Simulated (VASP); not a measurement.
# AlN (P2_1) in VASP: further runs

The runs below take AlN through single point, with LDA.

Everything below comes from runs of VASP 6.6.1. Logs are shortened: lines on timing, memory, paths and dates and some standing lists are left out, and cuts for length are marked.

## 1. The cell of the first run

It takes space group P2_1 (No. 4, monoclinic). Conventional cell: a = 3.089 Å, b = 4.944 Å, c = 3.089 Å, α = 90.00°, β = 120.00°, γ = 90.00°. Al (site symmetry 1) has 4 N at 1.87 to 1.89 Å within 2.5 Å. Within 2.5 Å of N (site symmetry 1) lie 4 Al at 1.87 to 1.89 Å.

## 2. Single point, LDA (mode 4 frozen in at -0.069 Å and mode 5 at +0.017 Å (largest displacements))

File INCAR:

```
  ALGO = Normal
  EDIFF = 1E-7
  ENCUT = 520
  ISIF = 2
  ISMEAR = 0
  LASPH = True
  LCHARG = True
  LELF = True
  LREAL = False
  LVHAR = True
  LWAVE = False
  NBANDS = 16
  NELM = 60
  PREC = Accurate
  SIGMA = 0.05
```

File KPOINTS:

```
k-points
0
Gamma
  9 9 6
```

File POSCAR:

```
AlN
1.0
    3.0887424016      0.0000000000      0.0000000000
   -1.5443712008      2.6749293856      0.0000000000
    0.0000000000      0.0000000000      4.9437688231
Al N
2 2
Direct
    0.3142739338      0.6730967429      0.0015212672
    0.6857260662      0.3269032571      0.5015212672
    0.3503406501      0.6609289023      0.3834787328
    0.6496593499      0.3390710977      0.8834787328
```

Potentials or basis: VASP PAW LDA potentials, release 64 (Al, N).

Started as:

```bash
$ cat potpaw_LDA.64/Al/POTCAR potpaw_LDA.64/N/POTCAR > POTCAR
$ mpirun -np 1 vasp_std > vasp.out
```

OUTCAR:

```text
EDIFF = 1E-7
   ENCUT = 520
   ISIF = 2
   ISMEAR = 0
   LASPH = True
   LREAL = False
   NELM = 60
   PREC = Accurate

 ion  position               nearest neighbor table
   1  0.314  0.673  0.002-   4 1.87   4 1.87   4 1.88   3 1.89   2 2.99   2 2.99   2 3.03   2 3.03
                             2 3.13   2 3.13
   2  0.686  0.327  0.502-   3 1.87   3 1.87   3 1.88   4 1.89   1 2.99   1 2.99   1 3.03   1 3.03
                             1 3.13   1 3.13
   3  0.350  0.661  0.383-   2 1.87   2 1.87   2 1.88   1 1.89
   4  0.650  0.339  0.883-   1 1.87   1 1.87   1 1.88   2 1.89

  LATTYP: Found a hexagonal cell.
 ALAT       =     3.0887424016
 C/A-ratio  =     1.6005766038

  Lattice vectors:

 A1 = (   3.0887424016,   0.0000000000,   0.0000000000)
 A2 = (  -1.5443712008,   2.6749293856,   0.0000000000)
 A3 = (   0.0000000000,   0.0000000000,   4.9437688231)

Analysis of symmetry for initial positions (statically):
=====================================================================
 Subroutine PRICEL returns:
 Original cell was already a primitive cell.

 Routine SETGRP: Setting up the symmetry group for a
 hexagonal supercell.

 Subroutine GETGRP returns: Found  2 space group operations
 (whereof  1 operations were pure point group operations)
 out of a pool of 24 trial point group operations.

The static configuration has the point symmetry C_1 .
 The point group associated with its full space group is C_2 .

Analysis of symmetry for dynamics (positions and initial velocities):
=====================================================================
 Subroutine PRICEL returns:
 Original cell was already a primitive cell.

 Routine SETGRP: Setting up the symmetry group for a
 hexagonal supercell.

 Subroutine GETGRP returns: Found  2 space group operations
 (whereof  1 operations were pure point group operations)
 out of a pool of 24 trial point group operations.

The dynamic configuration has the point symmetry C_1 .
 The point group associated with its full space group is C_2 .

 Subroutine INISYM returns: Found  2 space group operations
 (whereof  1 operations are pure point group operations),
 and found     1 'primitive' translations

----------------------------------------------------------------------------------------

                                     Primitive cell

  volume of cell :      40.8462

  direct lattice vectors                    reciprocal lattice vectors
     3.088742402  0.000000000  0.000000000     0.323756361  0.186920822  0.000000000
    -1.544371201  2.674929386  0.000000000     0.000000000  0.373841644  0.000000000
     0.000000000  0.000000000  4.943768823     0.000000000  0.000000000  0.202274830

  length of vectors
     3.088742402  3.088742402  4.943768823     0.373841644  0.373841644  0.202274830

  position of ions in fractional coordinates (direct lattice)
     0.314273934  0.673096743  0.001521267
     0.685726066  0.326903257  0.501521267
     0.350340650  0.660928902  0.383478733
     0.649659350  0.339071098  0.883478733

  ion indices of the primitive-cell ions
   primitive index   ion index
                 1           1
                 2           2
                 3           3
                 4           4

----------------------------------------------------------------------------------------

 KPOINTS: k-points

Automatic generation of k-mesh.
 Grid dimensions read from file:
 generate k-points for:    9    9    6

 Generating k-lattice:

  Cartesian coordinates                     Fractional coordinates (reciprocal lattice)
     0.035972929  0.020768980  0.000000000     0.111111111 -0.000000000  0.000000000
     0.000000000  0.041537960  0.000000000     0.000000000  0.111111111  0.000000000
     0.000000000  0.000000000  0.033712472     0.000000000  0.000000000  0.166666667

  Length of vectors
     0.041537960  0.041537960  0.033712472

  Shift w.r.t. Gamma in fractional coordinates (k-lattice)
     0.000000000  0.000000000  0.000000000

 Subroutine IBZKPT returns following result:
 ===========================================

 Found    164 irreducible k-points:

 Following reciprocal coordinates:
            Coordinates               Weight
  0.000000  0.000000  0.000000      1.000000
  0.111111  0.000000  0.000000      2.000000
  0.000000  0.111111  0.000000      2.000000
 -0.111111  0.111111  0.000000      2.000000
  0.222222 -0.000000  0.000000      2.000000
  0.000000  0.222222  0.000000      2.000000
[... 16 lines left out ...]
  0.333333  0.111111  0.000000      2.000000
 -0.111111  0.444444  0.000000      2.000000
 [... further k-points ...]
   k-points           NKPTS =    164   k-points in BZ     NKDIM =    164   number of bands    NBANDS=     16
   number of dos      NEDOS =    301   number of ions     NIONS =      4
   total plane-waves  NPLWV =  23040
   dimension x,y,z NGX =    24 NGY =   24 NGZ =   40
   dimension x,y,z NGXF=    48 NGYF=   48 NGZF=   80
   ions per type =               2   2
   NGX,Y,Z   is equivalent  to a cutoff of  12.92, 12.92, 13.45 a.u.
   NGXF,Y,Z  is equivalent  to a cutoff of  25.84, 25.84, 26.90 a.u.
 SYSTEM =  unknown system
   PREC   = accura    normal or accurate (medium, high low for compatibility)
   ISTART =      0    job   : 0-new  1-cont  2-samecut
   ICHARG =      2    charge: 1-file 2-atom 10-const
   ISPIN  =      1    spin polarized calculation?
   LNONCOLLINEAR =      F non collinear calculations
   LSORBIT =      F    spin-orbit coupling
   LASPH  =      T    aspherical Exc in radial PAW
   ENCUT  =  520.0 eV  38.22 Ry    6.18 a.u.   5.74  5.74  9.19*2*pi/ulx,y,z
   NELM   =     60;   NELMIN=  2; NELMDL= -5     # of ELM steps
   EDIFF  = 0.1E-06   stopping-criterion for ELM
   LREAL  =      F    real-space projection
   EDIFFG = 0.1E-05   stopping-criterion for IOM
   NSW    =      0    number of steps for IOM
   IBRION =     -1    ionic relax: 0-MD 1-quasi-New 2-CG
   NFREE  =      0    steps in history (QN), initial steepest desc. (CG)
   ISIF   =      2    stress and relaxation
   ISYM   =      2    0-nonsym 1-usesym 2-fastsym
   POTIM  = 0.5000    time-step for ionic-motion
   TEBEG  =    0.0;   TEEND  =   0.0 temperature during run
   PSTRESS=    0.0 pullay stress
   NELECT =      16.0000    total number of electrons
   NUPDOWN=      -1.0000    fix difference up-down
   EMIN   =  10.00;   EMAX   =-10.00  energy-range for DOS
   EFERMI =   0.00;   METHOD = LEGACY
   ISMEAR =     0;   SIGMA  =   0.05  broadening in eV -4-tet -1-fermi 0-gaus
   EFERMI_NEDOS =   21; number of points for ismear=-14 and -15
   IALGO  =     38    algorithm
   IMIX   =      4    mixing-type and parameters
     AMIX     =   0.40;   BMIX     =  1.00
     AMIX_MAG =   1.60;   BMIX_MAG =  1.00
  volume/ion in A,a.u.               =      10.21        68.91
  Fermi-wavevector in a.u.,A,eV,Ry     =   1.197836  2.263582 19.521797  1.434812
  Thomas-Fermi vector in A             =   2.333741
   LORBIT       =      0    0 simple, 1 ext, 2 COOP (PROOUT), +10 PAW based schemes
   GGA     = CA    functional components
   LHFCALC =     F    Hartree Fock is set to
   AEXX    =    0.0000 exact exchange contribution
   IVDW    =     0    specifies the selected vdW correction
   LEPSILON=     F    determine dielectric tensor
   LRPA    =     F    only Hartree local field effects (RPA)
 non-spin polarized calculation
 Gauss-broadening in eV      SIGMA  =   0.05
  energy-cutoff  :      520.00
  volume of cell :       40.85
 maximum number of plane-waves:      1118
   NGX = 11   NGY = 11   NGZ = 19

 number of electron      15.9999999 magnetization

 Free energy of the ion-electron system (eV)
  ---------------------------------------------------
  ext. energy  EPLUGINS =         0.00000000
  ---------------------------------------------------
  free energy    TOTEN  =       -32.80119107 eV

  energy without entropy =      -32.80119107  energy(sigma->0) =      -32.80119107

 E-fermi :   6.3991     XC(G=0): -11.3450

 val. band max:        6.1490118989   @ k =   0.0000   0.0000   0.0000
 cond. band min:      10.5113321018   @ k =   0.0000   0.0000   0.0000
 fundamental gap:      4.3623202029
 Fermi energy:         6.3991282471

 k-point     1 :       0.0000    0.0000    0.0000
  band No.  band energies     occupation
      1      -9.0541      2.00000
      2      -6.7580      2.00000
      3      -0.0331      2.00000
      4       5.1955      2.00000
      5       5.2673      2.00000
      6       5.7790      2.00000
[... 8 lines left out ...]
     15      19.1498      0.00000
     16      19.5839      0.00000

 k-point     2 :       0.1111    0.0000    0.0000
  band No.  band energies     occupation
      1      -8.8903      2.00000
      2      -6.6625      2.00000
      3       0.1566      2.00000
      4       4.5002      2.00000
      5       5.0179      2.00000
      6       5.1680      2.00000
[... 8 lines left out ...]
     15      19.0105      0.00000
     16      19.3582      0.00000

 k-point     3 :       0.0000    0.1111    0.0000
  band No.  band energies     occupation
      1      -8.8900      2.00000
      2      -6.6635      2.00000
      3       0.1574      2.00000
      4       4.5092      2.00000
      5       5.0222      2.00000
      6       5.1942      2.00000
[... 8 lines left out ...]
     15      18.9712      0.00000
     16      19.3160      0.00000

 k-point     4 :      -0.1111    0.1111    0.0000
  band No.  band energies     occupation
      1      -8.8891      2.00000
      2      -6.6659      2.00000
      3       0.1593      2.00000
      4       4.5084      2.00000
      5       5.0398      2.00000
      6       5.2765      2.00000
[... 8 lines left out ...]
     15      19.0547      0.00000
     16      19.3275      0.00000

 k-point     5 :       0.2222   -0.0000    0.0000
  band No.  band energies     occupation
      1      -8.4245      2.00000
      2      -6.4197      2.00000
      3       0.7059      2.00000
      4       2.9193      2.00000
      5       3.9553      2.00000
      6       4.6154      2.00000
[... 8 lines left out ...]
     15      18.7033      0.00000
     16      18.9417      0.00000

 k-point     6 :       0.0000    0.2222    0.0000
  band No.  band energies     occupation
      1      -8.4229      2.00000
      2      -6.4250      2.00000
      3       0.7103      2.00000
      4       2.9598      2.00000
      5       3.9502      2.00000
      6       4.6164      2.00000
[... 8 lines left out ...]
     15      18.6581      0.00000
     16      19.0630      0.00000
[... 267 lines left out ...]
 k-point    21 :       0.1111    0.2222    0.0000
  band No.  band energies     occupation
      1      -8.0000      2.00000
      2      -6.2460      2.00000
      3       1.2256      2.00000
      4       2.2343      2.00000
      5       2.8888      2.00000
      6       4.3562      2.00000
[... 8 lines left out ...]
     15      19.1426      0.00000
     16      20.2525      0.00000

 k-point    22 :       0.3333   -0.1111    0.0000
  band No.  band energies     occupation
      1      -7.9963      2.00000
      2      -6.2531      2.00000
      3       1.2311      2.00000
      4       2.1873      2.00000
      5       3.0108      2.00000
      6       4.2946      2.00000
[... 8 lines left out ...]
     15      18.6436      0.00000
     16      20.0200      0.00000

 k-point    23 :       0.3333    0.1111    0.0000
  band No.  band energies     occupation
      1      -7.3207      2.00000
      2      -6.0946      2.00000
      3       0.9720      2.00000
      4       2.1135      2.00000
      5       2.2812      2.00000
      6       3.7455      2.00000
[... 8 lines left out ...]
     15      18.8649      0.00000
     16      21.0433      0.00000

 k-point    24 :      -0.1111    0.4444    0.0000
  band No.  band energies     occupation
      1      -7.2992      2.00000
      2      -6.1354      2.00000
      3       1.0612      2.00000
      4       2.1568      2.00000
      5       2.3033      2.00000
      6       3.6808      2.00000
[... 8 lines left out ...]
     15      18.5744      0.00000
     16      20.8267      0.00000

 [... further k-points ...]
[... 5 lines left out ...]
  --------------------------------------------------------------------------------------
  -------------------------------------------------------------------------------------
  Total        0.0617583      0.1508631      0.1450204     -0.0236716      0.0000000      0.0000000
  in kB        2.4224458      5.9175431      5.6883658     -0.9285096      0.0000000      0.0000000
  external PRESSURE =       4.6761182 kB  Pullay stress =       0.0000000 kB

 VOLUME and BASIS-vectors are now :
 -----------------------------------------------------------------------------
  energy-cutoff  :      520.00
  volume of cell :       40.85
      direct lattice vectors                 reciprocal lattice vectors
     3.088742402  0.000000000  0.000000000     0.323756361  0.186920822  0.000000000
    -1.544371201  2.674929386  0.000000000     0.000000000  0.373841644  0.000000000
     0.000000000  0.000000000  4.943768823     0.000000000  0.000000000  0.202274830

 POSITION                                       TOTAL-FORCE (eV/Angst)
 -----------------------------------------------------------------------------------
     -0.06880      1.80049      0.00752         0.381109     -0.076900      0.036248
      1.61317      0.87444      2.47941        -0.381109      0.076900      0.036248
      0.06139      1.76794      1.89583        -0.183810      0.053641     -0.036248
      1.48298      0.90699      4.36771         0.183810     -0.053641     -0.036248
 -----------------------------------------------------------------------------------
    total drift:                               -0.000000     -0.000000     -0.000516

  FREE ENERGIE OF THE ION-ELECTRON SYSTEM (eV)
  ---------------------------------------------------
  free  energy   TOTEN  =       -32.8011910693 eV

  energy  without entropy=      -32.8011910693  energy(sigma->0) =      -32.80119107
```

Run time: 61 s. Hardware: 1 thread of Intel Xeon Platinum 8375C at 2.90GHz (Ice Lake), shared host; peak memory 0.2 GiB.

Results:

* Free energy: -32.8012 eV
* Pressure: 0.5 GPa
* Largest force: 0.390 eV/Å
* Band gap on the k mesh: 4.36 eV, direct

Forces on the atoms (eV/Å):
```
Al   0.381 -0.077  0.036
Al  -0.381  0.077  0.036
N   -0.184  0.054 -0.036
N    0.184 -0.054 -0.036
```

Caveat: the cell differs from its parent crystal (mode 4 frozen in at -0.069 Å and mode 5 at +0.017 Å (largest displacements)).

## 3. Single point, LDA (mode 4 frozen in at -0.086 Å and mode 5 at -0.034 Å (largest displacements))

File INCAR:

```
ALGO = Normal
EDIFF = 1E-6
ENCUT = 520
GGA = CA
ISIF = 2
ISMEAR = 0
LASPH = True
LCHARG = False
LREAL = False
LWAVE = False
NBANDS = 16
NELM = 100
PREC = Accurate
SIGMA = 0.05
```

KPOINTS is that of step 2.

File POSCAR:

```
AlN
1.0
    3.0887424016      0.0000000000      0.0000000000
   -1.5443712008      2.6749293856      0.0000000000
    0.0000000000      0.0000000000      4.9437688231
Al N
2 2
Direct
    0.2990602100      0.6538065141      0.0015212672
    0.7009397900      0.3461934859      0.5015212672
    0.3639163464      0.6781421955      0.3834787328
    0.6360836536      0.3218578045      0.8834787328
```

Potentials or basis: VASP PAW LDA potentials, release 64 (Al, N).

Started as:

```bash
$ cat potpaw_LDA.64/Al/POTCAR potpaw_LDA.64/N/POTCAR > POTCAR
$ mpirun -np 1 vasp_std > vasp.out
```

Run time: 50 s. Hardware: 1 thread of Intel Xeon Platinum 8375C at 2.90GHz (Ice Lake), shared host; peak memory 0.2 GiB.

The run converged. Its results:

```yaml
Free_energy: -32.7708 eV
Pressure: 0.3 GPa
Largest_force: 0.568 eV/Å
Band_gap_on_the_k_mesh: 4.32 eV, direct
```

Forces in eV/Å, atoms in the order of the input:
```
Al   0.518  0.225  0.062
Al  -0.518 -0.225  0.062
N   -0.212 -0.077 -0.062
N    0.212  0.077 -0.062
```

Stress tensor (GPa, compression positive):
```
-0.22 -0.58  0.00
-0.58  0.64  0.00
 0.00  0.00  0.60
```

Levels at points of the mesh, in eV from the valence-band top:
| k point | band 4 | band 5 | band 6 | band 7 | band 8 | band 9 | band 10 | band 11 | band 12 | band 13 |
| --- | --- | --- | --- | --- | --- | --- | --- | --- | --- | --- |
| (0.00, 0.00, 0.00) | -0.98 | -0.90 | -0.44 | -0.14 | 0.00 | 4.32 | 6.66 | 10.48 | 10.67 | 11.46 |
| (0.00, 0.00, 0.50) | -3.41 | -0.66 | -0.66 | -0.58 | -0.58 | 6.50 | 6.50 | 10.21 | 10.21 | 11.34 |

Caveat: the cell differs from its parent crystal (mode 4 frozen in at -0.086 Å and mode 5 at -0.034 Å (largest displacements)).
